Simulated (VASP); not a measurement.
# BN (R3m) in VASP: notebook

Runs on BN. Level: PBEsol. Tasks: single point.

All numbers are computed with VASP 6.6.1; they aren't measurements. Logs are shortened: lines on timing, memory, paths and dates and some standing lists are left out, and cuts for length are marked.

## 1. The cell of the first run

It takes space group R3m (No. 160, trigonal). The conventional cell has a = 2.564 Å, b = 2.564 Å, c = 6.280 Å, α = 90.00°, β = 90.00°, γ = 120.00°. Within 2.1 Å of B (site symmetry 3m) lie 4 N at 1.56 to 1.60 Å. N (site symmetry 3m) has 4 B at 1.56 to 1.60 Å within 2.1 Å.

## 2. Single point, PBEsol

The input, INCAR:

```
SYSTEM = BN
ALGO     = Normal         ! electronic algorithm
EDIFF    = 1E-6           ! SCF threshold, eV
ENCUT    = 520            ! plane-wave cutoff, eV
GGA      = PS             ! functional
ISIF     = 2              ! what is computed and relaxed
ISMEAR   = 0              ! smearing method
LASPH    = .TRUE.         ! aspherical terms in the spheres
LCHARG   = .FALSE.        ! write CHGCAR
LREAL    = .FALSE.        ! projectors in reciprocal space
LWAVE    = .FALSE.        ! write WAVECAR
NBANDS   = 11             ! bands
NELM     = 100            ! most SCF steps
PREC     = Accurate       ! precision mode
SIGMA    = 0.05           ! smearing width, eV
```

The input, KPOINTS:

```
k-points
0
G
  12 12 12
  0 0 0
```

The input, POSCAR:

```
BN
1.0
    0.0000000000      1.8130010000      1.8130010000
    1.8130010000      0.0000000000      1.8130010000
    1.8130010000      1.8130010000      0.0000000000
B N
1 1
Direct
    0.0000000000      0.0000000000      0.0000000000
    0.7619418771      0.7460193743      0.7460193743
```

Potentials or basis: VASP PAW PBE potentials, release 64 (B, N).

The run is started by

```sh
cat potpaw_PBE.64/B/POTCAR potpaw_PBE.64/N/POTCAR > POTCAR
mpirun -np 1 vasp_std > vasp.out
```

OUTCAR:

```text
SYSTEM = BN
   EDIFF = 1E-6
   ENCUT = 520
   GGA = PS
   ISIF = 2
   ISMEAR = 0
   LASPH = .TRUE.
   LREAL = .FALSE.
   NELM = 100
   PREC = Accurate

 ion  position               nearest neighbor table
   1  0.000  0.000  0.000-   2 1.56   2 1.56   2 1.56   2 1.60
   2  0.762  0.746  0.746-   1 1.56   1 1.56   1 1.56   1 1.60

  LATTYP: Found a face centered cubic cell.
 ALAT       =     3.6260020000

  Lattice vectors:

 A1 = (   0.0000000000,   1.8130010000,   1.8130010000)
 A2 = (   1.8130010000,   0.0000000000,   1.8130010000)
 A3 = (   1.8130010000,   1.8130010000,   0.0000000000)

Analysis of symmetry for initial positions (statically):
=====================================================================
 Subroutine PRICEL returns:
 Original cell was already a primitive cell.

 Routine SETGRP: Setting up the symmetry group for a
 face centered cubic supercell.

 Subroutine GETGRP returns: Found  6 space group operations
 (whereof  6 operations were pure point group operations)
 out of a pool of 48 trial point group operations.

The static configuration has the point symmetry C_3v.

Analysis of symmetry for dynamics (positions and initial velocities):
=====================================================================
 Subroutine PRICEL returns:
 Original cell was already a primitive cell.

 Routine SETGRP: Setting up the symmetry group for a
 face centered cubic supercell.

 Subroutine GETGRP returns: Found  6 space group operations
 (whereof  6 operations were pure point group operations)
 out of a pool of 48 trial point group operations.

The dynamic configuration has the point symmetry C_3v.

 Subroutine INISYM returns: Found  6 space group operations
 (whereof  6 operations are pure point group operations),
 and found     1 'primitive' translations

----------------------------------------------------------------------------------------

                                     Primitive cell

  volume of cell :      11.9186

  direct lattice vectors                    reciprocal lattice vectors
     0.000000000  1.813001000  1.813001000    -0.275785838  0.275785838  0.275785838
     1.813001000  0.000000000  1.813001000     0.275785838 -0.275785838  0.275785838
     1.813001000  1.813001000  0.000000000     0.275785838  0.275785838 -0.275785838

  length of vectors
     2.563970603  2.563970603  2.563970603     0.477675083  0.477675083  0.477675083

  position of ions in fractional coordinates (direct lattice)
     0.000000000  0.000000000  0.000000000
     0.761941877  0.746019374  0.746019374

  ion indices of the primitive-cell ions
   primitive index   ion index
                 1           1
                 2           2

----------------------------------------------------------------------------------------

 KPOINTS: k-points

Automatic generation of k-mesh.
 Grid dimensions read from file:
 generate k-points for:   12   12   12

 Generating k-lattice:

  Cartesian coordinates                     Fractional coordinates (reciprocal lattice)
    -0.022982153  0.022982153  0.022982153     0.083333333  0.000000000  0.000000000
     0.022982153 -0.022982153  0.022982153     0.000000000  0.083333333  0.000000000
     0.022982153  0.022982153 -0.022982153     0.000000000  0.000000000  0.083333333

  Length of vectors
     0.039806257  0.039806257  0.039806257

  Shift w.r.t. Gamma in fractional coordinates (k-lattice)
     0.000000000  0.000000000  0.000000000

 Subroutine IBZKPT returns following result:
 ===========================================

 Found    189 irreducible k-points:

 Following reciprocal coordinates:
            Coordinates               Weight
  0.000000  0.000000  0.000000      1.000000
  0.083333  0.000000  0.000000      2.000000
  0.000000  0.083333  0.000000      6.000000
  0.166667  0.000000  0.000000      2.000000
  0.000000  0.166667  0.000000      6.000000
  0.250000  0.000000  0.000000      2.000000
[... 16 lines left out ...]
  0.083333  0.000000  0.333333      6.000000
  0.416667  0.083333  0.000000      6.000000
 [... further k-points ...]
   k-points           NKPTS =    189   k-points in BZ     NKDIM =    189   number of bands    NBANDS=     11
   number of dos      NEDOS =    301   number of ions     NIONS =      2
   total plane-waves  NPLWV =   8000
   dimension x,y,z NGX =    20 NGY =   20 NGZ =   20
   dimension x,y,z NGXF=    40 NGYF=   40 NGZF=   40
   ions per type =               1   1
   NGX,Y,Z   is equivalent  to a cutoff of  12.97, 12.97, 12.97 a.u.
   NGXF,Y,Z  is equivalent  to a cutoff of  25.94, 25.94, 25.94 a.u.
 SYSTEM =  BN
   PREC   = accura    normal or accurate (medium, high low for compatibility)
   ISTART =      0    job   : 0-new  1-cont  2-samecut
   ICHARG =      2    charge: 1-file 2-atom 10-const
   ISPIN  =      1    spin polarized calculation?
   LNONCOLLINEAR =      F non collinear calculations
   LSORBIT =      F    spin-orbit coupling
   LASPH  =      T    aspherical Exc in radial PAW
   ENCUT  =  520.0 eV  38.22 Ry    6.18 a.u.   4.77  4.77  4.77*2*pi/ulx,y,z
   NELM   =    100;   NELMIN=  2; NELMDL= -5     # of ELM steps
   EDIFF  = 0.1E-05   stopping-criterion for ELM
   LREAL  =      F    real-space projection
   EDIFFG = 0.1E-04   stopping-criterion for IOM
   NSW    =      0    number of steps for IOM
   IBRION =     -1    ionic relax: 0-MD 1-quasi-New 2-CG
   NFREE  =      0    steps in history (QN), initial steepest desc. (CG)
   ISIF   =      2    stress and relaxation
   ISYM   =      2    0-nonsym 1-usesym 2-fastsym
   POTIM  = 0.5000    time-step for ionic-motion
   TEBEG  =    0.0;   TEEND  =   0.0 temperature during run
   PSTRESS=    0.0 pullay stress
   NELECT =       8.0000    total number of electrons
   NUPDOWN=      -1.0000    fix difference up-down
   EMIN   =  10.00;   EMAX   =-10.00  energy-range for DOS
   EFERMI =   0.00;   METHOD = LEGACY
   ISMEAR =     0;   SIGMA  =   0.05  broadening in eV -4-tet -1-fermi 0-gaus
   EFERMI_NEDOS =   21; number of points for ismear=-14 and -15
   IALGO  =     38    algorithm
   IMIX   =      4    mixing-type and parameters
     AMIX     =   0.40;   BMIX     =  1.00
     AMIX_MAG =   1.60;   BMIX_MAG =  1.00
  volume/ion in A,a.u.               =       5.96        40.22
  Fermi-wavevector in a.u.,A,eV,Ry     =   1.433387  2.708709 27.954506  2.054598
  Thomas-Fermi vector in A             =   2.552911
   LORBIT       =      0    0 simple, 1 ext, 2 COOP (PROOUT), +10 PAW based schemes
   GGA     = PS    functional components
   LHFCALC =     F    Hartree Fock is set to
   AEXX    =    0.0000 exact exchange contribution
   IVDW    =     0    specifies the selected vdW correction
   LEPSILON=     F    determine dielectric tensor
   LRPA    =     F    only Hartree local field effects (RPA)
 non-spin polarized calculation
 Gauss-broadening in eV      SIGMA  =   0.05
  energy-cutoff  :      520.00
  volume of cell :       11.92
 maximum number of plane-waves:       332
   NGX =  9   NGY =  9   NGZ =  9

 number of electron       8.0000000 magnetization

 Free energy of the ion-electron system (eV)
  ---------------------------------------------------
  ext. energy  EPLUGINS =         0.00000000
  ---------------------------------------------------
  free energy    TOTEN  =       -18.33682521 eV

  energy without entropy =      -18.33682521  energy(sigma->0) =      -18.33682521

 E-fermi :   7.7993     XC(G=0): -12.9717

 val. band max:        7.5001040688   @ k =   0.0000   0.0000   0.0000
 cond. band min:      11.5132403740   @ k =   0.5000   0.5000   0.0000
 fundamental gap:      4.0131363052
 Fermi energy:         7.7992534231

 k-point     1 :       0.0000    0.0000    0.0000
  band No.  band energies     occupation
      1     -12.8989      2.00000
      2       7.1221      2.00000
      3       7.1221      2.00000
      4       7.5001      2.00000
      5      15.7735      0.00000
      6      16.0739      0.00000
      7      16.0739      0.00000
      8      17.3739      0.00000
      9      31.5845      0.00000
     10      34.8279      0.00000
     11      34.8279      0.00000

 k-point     2 :       0.0833    0.0000    0.0000
  band No.  band energies     occupation
      1     -12.7297      2.00000
      2       6.5443      2.00000
      3       6.9517      2.00000
      4       6.9517      2.00000
      5      16.0521      0.00000
      6      16.3282      0.00000
      7      16.3282      0.00000
      8      17.8994      0.00000
      9      31.3711      0.00000
     10      32.6179      0.00000
     11      32.6179      0.00000

 k-point     3 :       0.0000    0.0833    0.0000
  band No.  band energies     occupation
      1     -12.7303      2.00000
      2       6.2508      2.00000
      3       6.9390      2.00000
      4       7.2884      2.00000
      5      15.9992      0.00000
      6      16.2662      0.00000
      7      16.3652      0.00000
      8      17.9789      0.00000
      9      31.3705      0.00000
     10      32.4842      0.00000
     11      32.5498      0.00000

 k-point     4 :       0.1667    0.0000    0.0000
  band No.  band energies     occupation
      1     -12.2283      2.00000
      2       4.3848      2.00000
      3       6.5347      2.00000
      4       6.5347      2.00000
      5      16.4242      0.00000
      6      16.9148      0.00000
      7      16.9148      0.00000
      8      19.1932      0.00000
      9      30.8219      0.00000
     10      31.1030      0.00000
     11      31.1030      0.00000
[... 239 lines left out ...]
 k-point    22 :       0.0000    0.3333    0.0833
  band No.  band energies     occupation
      1     -10.6032      2.00000
      2       0.2084      2.00000
      3       5.2489      2.00000
      4       5.6450      2.00000
      5      16.5166      0.00000
      6      18.0522      0.00000
      7      18.4988      0.00000
      8      21.0496      0.00000
      9      28.0508      0.00000
     10      31.8933      0.00000
     11      32.9915      0.00000

 k-point    23 :       0.0833    0.0000    0.3333
  band No.  band energies     occupation
      1     -10.6044      2.00000
      2       0.1985      2.00000
      3       5.0800      2.00000
      4       5.8462      2.00000
      5      16.5387      0.00000
      6      17.6530      0.00000
      7      18.8342      0.00000
      8      21.1634      0.00000
      9      28.0229      0.00000
     10      31.9366      0.00000
     11      32.7467      0.00000

 k-point    24 :       0.4167    0.0833    0.0000
  band No.  band energies     occupation
      1      -9.4744      2.00000
      2      -1.8011      2.00000
      3       4.9654      2.00000
      4       5.0973      2.00000
      5      16.8261      0.00000
      6      17.9810      0.00000
      7      18.4717      0.00000
      8      21.7479      0.00000
      9      29.1433      0.00000
     10      32.4626      0.00000
     11      34.1689      0.00000

 [... further k-points ...]

------------------------ aborting loop because EDIFF is reached ----------------------------------------

  FORCE on cell =-STRESS in cart. coord.  units (eV):
  Direction    XX          YY          ZZ          XY          YZ          ZX
  --------------------------------------------------------------------------------------
  -------------------------------------------------------------------------------------
  Total       -0.4145263     -0.4145263     -0.4145263      0.0166459     -0.0166459      0.0166459
  in kB      -55.7235173    -55.7235173    -55.7235173      2.2376558     -2.2376558      2.2376558
  external PRESSURE =     -55.7235173 kB  Pullay stress =       0.0000000 kB

 VOLUME and BASIS-vectors are now :
 -----------------------------------------------------------------------------
  energy-cutoff  :      520.00
  volume of cell :       11.92
      direct lattice vectors                 reciprocal lattice vectors
     0.000000000  1.813001000  1.813001000    -0.275785838  0.275785838  0.275785838
     1.813001000  0.000000000  1.813001000     0.275785838 -0.275785838  0.275785838
     1.813001000  1.813001000  0.000000000     0.275785838  0.275785838 -0.275785838

 POSITION                                       TOTAL-FORCE (eV/Angst)
 -----------------------------------------------------------------------------------
      0.00000      0.00000      0.00000        -0.322848      0.322848      0.322848
      2.70507      2.73394      2.73394         0.322848     -0.322848     -0.322848
 -----------------------------------------------------------------------------------
    total drift:                               -0.000002      0.000003      0.000003

  FREE ENERGIE OF THE ION-ELECTRON SYSTEM (eV)
  ---------------------------------------------------
  free  energy   TOTEN  =       -18.3368252086 eV

  energy  without entropy=      -18.3368252086  energy(sigma->0) =      -18.33682521
```

Wall time 18 s (1 thread of Intel Xeon Platinum 8259CL at 2.50GHz (Skylake/Cascade Lake), shared host); peak memory 0.13 GiB.

Results:

| Item | Value |
| --- | --- |
| Free energy | -18.3368 eV |
| Pressure | -5.6 GPa |
| Largest force | 0.559 eV/Å |
| Band gap on the k mesh | 4.01 eV, indirect (least direct gap 8.27 eV) |

Forces in eV/Å, atoms in the order of the input:
```
B   -0.323  0.323  0.323
N    0.323 -0.323 -0.323
```

Levels at points of the mesh, in eV from the valence-band top:
```csv
k point,band 1,band 2,band 3,band 4,band 5,band 6,band 7,band 8
"(0.00, 0.00, 0.00)",-20.40,-0.38,-0.38,0.00,8.27,8.57,8.57,9.87
"(0.50, 0.00, 0.00)",-16.17,-10.88,-2.23,-2.23,9.73,10.24,10.24,14.59
"(0.00, 0.50, 0.00)",-16.18,-10.97,-2.34,-1.99,9.64,10.11,10.68,14.78
"(0.50, 0.50, 0.00)",-14.81,-9.16,-5.21,-5.08,4.01,8.78,17.39,17.61
```

Caveat: the cell differs from its parent crystal (all N atoms moved -0.025 Å, as atom 2 towards its neighbour atom 1 (B) at 1.570 Å); the PAW data sets were made with another functional, which shifts forces and pressure a little.

## 3. Single point, PBEsol

The input, INCAR:

```
SYSTEM = BN
ALGO = Normal
EDIFF = 1E-7
ENCUT = 520
GGA = PS
ISIF = 2
ISMEAR = 0
LASPH = .TRUE.
LCHARG = .FALSE.
LREAL = .FALSE.
LWAVE = .FALSE.
NBANDS = 11
NELM = 80
PREC = Accurate
SIGMA = 0.05
```

KPOINTS is that of step 2.

Changes to POSCAR since step 2:

```diff
@@ -9,2 +9,2 @@
     0.0000000000      0.0000000000      0.0000000000
-    0.7619418771      0.7460193743      0.7460193743
+    0.7082034302      0.7639321899      0.7639321899
```

Potentials or basis: VASP PAW PBE potentials, release 64 (B, N).

The run is started by

```sh
cat potpaw_PBE.64/B/POTCAR potpaw_PBE.64/N/POTCAR > POTCAR
mpirun -np 1 vasp_std > vasp.out
```

It took 18 s on 1 thread of Intel Xeon Platinum 8259CL at 2.50GHz (Skylake/Cascade Lake), shared host; peak memory 0.13 GiB.

Results (log left out):

- Free energy: -18.2408 eV
- Pressure: -3.2 GPa
- Largest force: 2.501 eV/Å
- Band gap on the k mesh: 3.76 eV, indirect (least direct gap 7.92 eV)

Forces in eV/Å, atoms in the order of the input:
```
B    1.444 -1.444 -1.444
N   -1.444  1.444  1.444
```

Stress tensor (GPa, compression positive):
```
-3.24 -2.94 -2.94
-2.94 -3.24  2.94
-2.94  2.94 -3.24
```

Levels at points of the mesh, in eV from the valence-band top:
```csv
k point,band 1,band 2,band 3,band 4,band 5,band 6,band 7,band 8,band 9
"(0.00, 0.00, 0.00)",-20.59,-1.41,0.00,0.00,7.92,7.92,9.00,9.84,23.84
"(0.50, 0.00, 0.00)",-16.42,-11.36,-2.22,-2.22,9.57,10.43,10.43,14.95,21.70
"(0.00, 0.50, 0.00)",-16.37,-11.06,-3.04,-1.78,8.92,9.26,11.47,14.35,22.71
"(0.50, 0.50, 0.00)",-15.03,-9.37,-5.49,-5.13,3.76,8.48,16.91,17.99,19.88
```

Caveat: the cell differs from its parent crystal (all N atoms moved +0.087 Å, as atom 2 towards its neighbour atom 1 (B) at 1.570 Å); the PAW data sets were made with another functional, which shifts forces and pressure a little. A k mesh can miss the band edges.
